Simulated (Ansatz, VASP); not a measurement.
**SnTe in VASP and in Ansatz**

```
Sn Te
1.0
     0.00000    3.20725    3.20725
     3.20725    0.00000    3.20725
     3.20725    3.20725    0.00000
Sn Te
1 1
Cartesian
  0.0000 0.0000 0.0000
  3.2072 3.2072 3.2072
```

Alike in both runs: functional r2SCAN; k mesh 9 × 9 × 9; occupations fermi-dirac, width 0.1 eV; no spin polarisation.

Ansatz relaxed the structure, and its values are those at the end. VASP's run is a single point on that final structure, the one shown.

```csv
,VASP,Ansatz
version,VASP 6.6.1,Ansatz 0.2.0
potentials or method,"VASP PAW PBE potentials, release 64 (Sn_d, Te), cutoff 520 eV",PAW plane waves
valence electrons in the cell,20,30
```

|  | VASP | Ansatz | Ansatz less VASP |
| --- | --- | --- | --- |
| pressure (GPa) | -0.9 | -0.9 | +0.02 |

VASP's potentials were made for PBE, not for r2SCAN. VASP's potentials hold 20 valence electrons a cell and Ansatz's 30, so a difference there can come from the potentials and not from the codes. Ansatz's warnings: stress scf threshold loose.

Neither program's run includes spin-orbit coupling.
